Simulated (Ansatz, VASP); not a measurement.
Sb: VASP beside Ansatz

Contents of INCAR:

```
ALGO = Normal ; EDIFF = 1E-6
ENCUT = 520 ; GGA = RP
ISIF = 2 ; ISMEAR = -1
IVDW = 13 ; LASPH = T
LCHARG = F ; LREAL = F
LWAVE = F ; NBANDS = 12
NELM = 80 ; PREC = Accurate
SIGMA = 0.05
```

The input KPOINTS:

```
k-points
0
Gamma
  8 8 8
```

POSCAR

```
Sb
1.0
    2.1397418462      1.2353805309      3.7327777635
   -2.1397418462      1.2353805309      3.7327777635
    0.0000000000     -2.4707610619      3.7327777635
Sb
2
Direct
    0.7665100000      0.7665100000      0.7665100000
    0.2334900000      0.2334900000      0.2334900000
```

File input.yaml:

```yaml
crystal:
  lattice:
    - [2.1397418462, 1.2353805309, 3.7327777635]
    - [-2.1397418462, 1.2353805309, 3.7327777635]
    - [0.0, -2.4707610619, 3.7327777635]
  atoms:
    - { symbol: Sb, position: [0.76651, 0.76651, 0.76651] }
    - { symbol: Sb, position: [0.23349, 0.23349, 0.23349] }
hamiltonian:
  xc: rpbe
  pseudopotentials: { kind: paw }
  dispersion: d4
kpoints:
  mp_grid: { grid: [8, 8, 8] }
scf:
  occupations: { method: fermi_dirac, width: 0.05 }
output:
  forces: true
  stress: true
  eigenvalues: true
  write_density: true
  write_potential: true
  elf: true
  volumetric_format: npy
```

Alike in both runs: task single point; functional RPBE; dispersion D4; k mesh 8 × 8 × 8; occupations fermi-dirac, width 0.05 eV; no spin polarisation.

```csv
,VASP,Ansatz
version,VASP 6.6.1,Ansatz 0.2.0
potentials or method,"VASP PAW PBE potentials, release 64 (Sb)",Ansatz PAW
plane-wave cutoff (eV),520,420
valence electrons in the cell,10,30
```

|  | VASP | Ansatz | Ansatz less VASP |
| --- | --- | --- | --- |
| gap on the k mesh at the Fermi level (eV) | none | none | - |
| pressure (GPa) | -0.1 | -0.1 | -0.03 |
| traceless stress, the component that is largest in VASP (GPa) | -0.59 | -0.55 | +0.046 |
| rms of the force components (eV/Å) | 0.217 | 0.193 | -0.0244 |

VASP's potentials were made for PBE, not for RPBE. Atom by atom the forces differ by 0.024 eV/Å (rms over components). A gap of «none» marks a metal or a gap that the smearing closes. VASP's potentials hold 10 valence electrons a cell and Ansatz's 30, so a difference there can come from the potentials and not from the codes.

Neither program's run includes spin-orbit coupling.
